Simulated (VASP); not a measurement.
# Mo in VASP: relaxation of the atoms with PBE+D3(BJ)

Aim: the relaxation of the atoms of Mo with PBE+D3(BJ).

Program: VASP 6.6.1. These are calculated values, not measurements. Logs are shortened: lines on timing, memory, paths and dates and some standing lists are left out, and cuts for length are marked.

### 1 The cell of the first run

The cell holds a slab with vacuum, 3 atoms: a = 2.711 Å, b = 2.711 Å, c = 18.427 Å, α = 90.00°, β = 90.00°, γ = 109.47°.

### 2 Relaxation of the atoms, PBE+D3(BJ)

The input, INCAR:

```
SYSTEM = Mo
ALGO = Normal
DIPOL = 0.5 0.5 0.500
EDIFF = 1E-6
EDIFFG = -0.03
ENCUT = 520
GGA = PE
IBRION = 2
IDIPOL = 3
ISIF = 2
ISMEAR = 0
IVDW = 12
LASPH = .TRUE.
LCHARG = .FALSE.
LDIPOL = .TRUE.
LREAL = .FALSE.
LWAVE = .FALSE.
NELM = 60
NSW = 70
PREC = Accurate
SIGMA = 0.1
```

The input, KPOINTS:

```
k-points
0
G
  11 11 1
  0 0 0
```

The input, POSCAR:

```
Mo
1.0
    2.7108763460      0.0000000000      0.0000000000
   -0.9036254487      2.5558387296      0.0000000000
    0.0000000000      0.0000000000     18.4268425357
Mo
3
Selective dynamics
Direct
    0.5000000000      0.5000000000      0.3798806001  F F F
    0.0000000000      0.0000000000      0.5000000000  T T T
    0.5000000000      0.5000000000      0.6201193999  T T T
```

Potentials or basis: VASP PAW PBE potentials, release 64 (Mo_sv).

The run is started by

```sh
$ cat potpaw_PBE.64/Mo_sv/POTCAR > POTCAR
$ mpirun -np 1 vasp_std > vasp.out
```

OUTCAR:

```text
SYSTEM = Mo
   EDIFF = 1E-6
   EDIFFG = -0.03
   ENCUT = 520
   GGA = PE
   IBRION = 2
   ISIF = 2
   ISMEAR = 0
   IVDW = 12
   LASPH = .TRUE.
   LREAL = .FALSE.
   NELM = 60
   NSW = 70
   PREC = Accurate
 IVDW          = 12

 ion  position               nearest neighbor table
   1  0.500  0.500  0.380-   2 2.71   2 2.71   2 3.13   2 3.13
   2  0.000  0.000  0.500-   1 2.71   3 2.71   1 2.71   3 2.71   1 3.13   3 3.13   1 3.13   3 3.13

   3  0.500  0.500  0.620-   2 2.71   2 2.71   2 3.13   2 3.13

  LATTYP: Found a base centered orthorhombic cell.
 ALAT       =     3.1302503762
 B/A-ratio  =     1.4142135624
 C/A-ratio  =     5.8866992481

  Lattice vectors:

 A1 = (   2.7108763460,   0.0000000000,   0.0000000000)
 A2 = (  -0.9036254487,   2.5558387296,   0.0000000000)
 A3 = (   0.0000000000,   0.0000000000,  18.4268425357)

Analysis of symmetry for initial positions (statically):
=====================================================================
 Subroutine PRICEL returns:
 Original cell was already a primitive cell.

 Routine SETGRP: Setting up the symmetry group for a
 base centered orthorhombic supercell.

 Subroutine GETGRP returns: Found  8 space group operations
 (whereof  8 operations were pure point group operations)
 out of a pool of  8 trial point group operations.

The static configuration has the point symmetry D_2h.

Analysis of symmetry for dynamics (positions and initial velocities):
=====================================================================
 Subroutine PRICEL returns:
 Original cell was already a primitive cell.

 Routine SETGRP: Setting up the symmetry group for a
 base centered orthorhombic supercell.

 Subroutine GETGRP returns: Found  8 space group operations
 (whereof  8 operations were pure point group operations)
 out of a pool of  8 trial point group operations.

The dynamic configuration has the point symmetry D_2h.

Analysis of constrained symmetry for selective dynamics:
=====================================================================
 Subroutine PRICEL returns:
 Original cell was already a primitive cell.

 Routine SETGRP: Setting up the symmetry group for a
 base centered orthorhombic supercell.

 Subroutine GETGRP returns: Found  4 space group operations
 (whereof  4 operations were pure point group operations)
 out of a pool of  8 trial point group operations.

The constrained configuration has the point symmetry C_2v.

 Subroutine INISYM returns: Found  4 space group operations
 (whereof  4 operations are pure point group operations),
 and found     1 'primitive' translations

----------------------------------------------------------------------------------------

                                     Primitive cell

  volume of cell :     127.6715

  direct lattice vectors                    reciprocal lattice vectors
     2.710876346  0.000000000  0.000000000     0.368884402  0.130420331  0.000000000
    -0.903625449  2.555838730  0.000000000     0.000000000  0.391260993  0.000000000
     0.000000000  0.000000000 18.426842536     0.000000000  0.000000000  0.054268657

  length of vectors
     2.710876346  2.710876346 18.426842536     0.391260993  0.391260993  0.054268657

  position of ions in fractional coordinates (direct lattice)
     0.500000000  0.500000000  0.379880600
     0.000000000  0.000000000  0.500000000
     0.500000000  0.500000000  0.620119400

  ion indices of the primitive-cell ions
   primitive index   ion index
                 1           1
                 2           2
                 3           3

----------------------------------------------------------------------------------------

 KPOINTS: k-points

Automatic generation of k-mesh.
 Grid dimensions read from file:
 generate k-points for:   11   11    1

 Generating k-lattice:

  Cartesian coordinates                     Fractional coordinates (reciprocal lattice)
     0.033534946  0.011856394  0.000000000     0.090909091  0.000000000  0.000000000
     0.000000000  0.035569181  0.000000000     0.000000000  0.090909091  0.000000000
     0.000000000  0.000000000  0.054268657     0.000000000  0.000000000  1.000000000

  Length of vectors
     0.035569181  0.035569181  0.054268657

  Shift w.r.t. Gamma in fractional coordinates (k-lattice)
     0.000000000  0.000000000  0.000000000

 Subroutine IBZKPT returns following result:
 ===========================================

 Found     36 irreducible k-points:

 Following reciprocal coordinates:
            Coordinates               Weight
  0.000000  0.000000  0.000000      1.000000
  0.090909  0.000000  0.000000      4.000000
  0.181818  0.000000  0.000000      4.000000
  0.272727  0.000000  0.000000      4.000000
  0.363636 -0.000000  0.000000      4.000000
  0.454545  0.000000  0.000000      4.000000
[... 16 lines left out ...]
 -0.272727  0.181818  0.000000      4.000000
 -0.181818  0.181818  0.000000      2.000000
 [... further k-points ...]
   k-points           NKPTS =     36   k-points in BZ     NKDIM =     36   number of bands    NBANDS=     25
   number of dos      NEDOS =    301   number of ions     NIONS =      3
   total plane-waves  NPLWV =  56000
   dimension x,y,z NGX =    20 NGY =   20 NGZ =  140
   dimension x,y,z NGXF=    40 NGYF=   40 NGZF=  280
   ions per type =               3
   NGX,Y,Z   is equivalent  to a cutoff of  12.27, 12.27, 12.63 a.u.
   NGXF,Y,Z  is equivalent  to a cutoff of  24.53, 24.53, 25.26 a.u.
 SYSTEM =  Mo
   PREC   = accura    normal or accurate (medium, high low for compatibility)
   ISTART =      0    job   : 0-new  1-cont  2-samecut
   ICHARG =      2    charge: 1-file 2-atom 10-const
   ISPIN  =      1    spin polarized calculation?
   LNONCOLLINEAR =      F non collinear calculations
   LSORBIT =      F    spin-orbit coupling
   LASPH  =      T    aspherical Exc in radial PAW
   ENCUT  =  520.0 eV  38.22 Ry    6.18 a.u.   5.04  5.04 34.26*2*pi/ulx,y,z
   NELM   =     60;   NELMIN=  2; NELMDL= -5     # of ELM steps
   EDIFF  = 0.1E-05   stopping-criterion for ELM
   LREAL  =      F    real-space projection
   EDIFFG = -.3E-01   stopping-criterion for IOM
   NSW    =     70    number of steps for IOM
   IBRION =      2    ionic relax: 0-MD 1-quasi-New 2-CG
   NFREE  =      1    steps in history (QN), initial steepest desc. (CG)
   ISIF   =      2    stress and relaxation
   ISYM   =      2    0-nonsym 1-usesym 2-fastsym
   POTIM  = 0.5000    time-step for ionic-motion
   TEBEG  =    0.0;   TEEND  =   0.0 temperature during run
   PSTRESS=    0.0 pullay stress
   NELECT =      42.0000    total number of electrons
   NUPDOWN=      -1.0000    fix difference up-down
   EMIN   =  10.00;   EMAX   =-10.00  energy-range for DOS
   EFERMI =   0.00;   METHOD = LEGACY
   ISMEAR =     0;   SIGMA  =   0.10  broadening in eV -4-tet -1-fermi 0-gaus
   EFERMI_NEDOS =   21; number of points for ismear=-14 and -15
   IALGO  =     38    algorithm
   IMIX   =      4    mixing-type and parameters
     AMIX     =   0.40;   BMIX     =  1.00
     AMIX_MAG =   1.60;   BMIX_MAG =  1.00
  volume/ion in A,a.u.               =      42.56       287.19
  Fermi-wavevector in a.u.,A,eV,Ry     =   1.130125  2.135627 17.377130  1.277183
  Thomas-Fermi vector in A             =   2.266821
   LORBIT       =      0    0 simple, 1 ext, 2 COOP (PROOUT), +10 PAW based schemes
   GGA     = PE    functional components
   LHFCALC =     F    Hartree Fock is set to
   AEXX    =    0.0000 exact exchange contribution
   IVDW    =    12    specifies the selected vdW correction
   LEPSILON=     F    determine dielectric tensor
   LRPA    =     F    only Hartree local field effects (RPA)
 conjugate gradient relaxation of ions
 non-spin polarized calculation
 Gauss-broadening in eV      SIGMA  =   0.10
  energy-cutoff  :      520.00
  volume of cell :      127.67
 maximum number of plane-waves:      3471
   NGX = 11   NGY = 11   NGZ = 69

--------------------------------------- Ionic step        1  -------------------------------------------

 number of electron      41.9999996 magnetization

 Free energy of the ion-electron system (eV)
  ---------------------------------------------------
  ext. energy  EPLUGINS =         0.00000000
  ---------------------------------------------------
  free energy    TOTEN  =       -30.30731379 eV

  energy without entropy =      -30.29321916  energy(sigma->0) =      -30.30026648

------------------------ aborting loop because EDIFF is reached ----------------------------------------

 Edisp (eV)   -1.41760

 E8    (eV) :    -0.6982

  FORCE on cell =-STRESS in cart. coord.  units (eV):
  Direction    XX          YY          ZZ          XY          YZ          ZX
  --------------------------------------------------------------------------------------
  -------------------------------------------------------------------------------------
  Total      -3.69011    -3.72983    -2.00244    -0.05618     0.00000     0.00000
  in kB     -46.30792   -46.80647   -25.12905    -0.70506     0.00000     0.00000
  external pressure =      -39.41 kB  Pullay stress =        0.00 kB
[... 106 lines left out ...]
--------------------------------------- Ionic step        4  -------------------------------------------

 number of electron      41.9999996 magnetization

------------------------ aborting loop because EDIFF is reached ----------------------------------------

 vacuum level on the upper side and lower side of the slab       (xc-potential included)        -0.054         0.027

 Edisp (eV)   -1.43130

 E8    (eV) :    -0.7056

  FORCE on cell =-STRESS in cart. coord.  units (eV):
  Direction    XX          YY          ZZ          XY          YZ          ZX
  --------------------------------------------------------------------------------------
  -------------------------------------------------------------------------------------
  Total      -2.89480    -2.98158    -0.47032    -0.12272     0.00000     0.00000
  in kB     -36.32752   -37.41650    -5.90216    -1.54005     0.00000     0.00000
  external pressure =      -26.55 kB  Pullay stress =        0.00 kB
[... 100 lines left out ...]
  FREE ENERGIE OF THE ION-ELECTRON SYSTEM (eV)
  ---------------------------------------------------
  free  energy   TOTEN  =       -31.7492270553 eV

  energy  without entropy=      -31.7358725588  energy(sigma->0) =      -31.74254981

 dipolmoment           0.000000      0.000000      0.000700 electrons x Angstroem

--------------------------------------- Ionic step        7  -------------------------------------------

 number of electron      41.9999996 magnetization

 dipolmoment           0.000000      0.000000     -0.000121 electrons x Angstroem

 Free energy of the ion-electron system (eV)
  ---------------------------------------------------
  ext. energy  EPLUGINS =         0.00000000
  ---------------------------------------------------
  free energy    TOTEN  =       -30.31414362 eV

  energy without entropy =      -30.30076877  energy(sigma->0) =      -30.30745619

 E-fermi :   1.7492     XC(G=0):  -5.9965

 val. band max:        1.7198015507   @ k =  -0.0909   0.0909   0.0000
 cond. band min:       1.7598798974   @ k =  -0.3636   0.2727   0.0000
 fundamental gap:      0.0400783467
 Fermi energy:         1.7491970303

 k-point     1 :       0.0000    0.0000    0.0000
  band No.  band energies     occupation
      1     -59.5203      2.00000
      2     -59.1919      2.00000
      3     -59.1461      2.00000
      4     -34.0598      2.00000
      5     -33.3841      2.00000
      6     -33.1869      2.00000
[... 661 lines left out ...]
     24       1.5739      1.98685
     25       2.1705      0.00000

 [... further k-points ...]

------------------------ aborting loop because EDIFF is reached ----------------------------------------

 vacuum level on the upper side and lower side of the slab       (xc-potential included)        -0.243        -0.241

 Edisp (eV)   -1.43538

 E8    (eV) :    -0.7078

  FORCE on cell =-STRESS in cart. coord.  units (eV):
  Direction    XX          YY          ZZ          XY          YZ          ZX
  --------------------------------------------------------------------------------------
  -------------------------------------------------------------------------------------
  Total      -2.66231    -2.76260    -0.01360    -0.14183     0.00000     0.00000
  in kB     -33.40989   -34.66844    -0.17062    -1.77985     0.00000     0.00000
  external pressure =      -22.75 kB  Pullay stress =        0.00 kB
[... 18 lines left out ...]
  FREE ENERGIE OF THE ION-ELECTRON SYSTEM (eV)
  ---------------------------------------------------
  free  energy   TOTEN  =       -31.7495211077 eV

  energy  without entropy=      -31.7361462598  energy(sigma->0) =      -31.74283368

 reached required accuracy - stopping structural energy minimisation

 vacuum level on the upper side and lower side of the slab         6.209         6.207
```

Wall time 5.8 min (1 thread of Intel Xeon Platinum 8488C (Sapphire Rapids), shared host); peak memory 0.28 GiB.

What came out:

* Free energy: -31.7495 eV
* Energy gained by relaxing: 8.2 meV/atom
* Ionic steps: 7
* Band gap on the k mesh: zero (bands 21 and 22 overlap by 1.93 eV)
* Dispersion energy per atom: -0.478 eV

The path:
| step | energy change (eV) | largest force on free atoms (eV/Å) | pressure (GPa) |
| --- | --- | --- | --- |
| 1 | 0.0000 | 0.4437 | -3.94 |
| 2 | -0.0080 | 0.3026 | -3.62 |
| 3 | -0.0142 | 0.4028 | -2.90 |
| 4 | -0.0199 | 0.2944 | -2.65 |
| 5 | -0.0243 | 0.0704 | -2.11 |
| 6 | -0.0243 | 0.0680 | -2.16 |
| 7 | -0.0246 | 0.0071 | -2.27 |

Final structure:
```xyz
3
Lattice="2.7109 0.0000 0.0000 -0.9036 2.5558 0.0000 0.0000 0.0000 18.4268" Properties=species:S:1:pos:R:3 pbc="T T T"
Mo    0.9036    1.2779    7.0000
Mo    2.7109    0.0000    9.1594
Mo    0.9036    1.2779   11.3180
```

The gap in the log of VASP goes by the Fermi energy; the results here count the filled bands.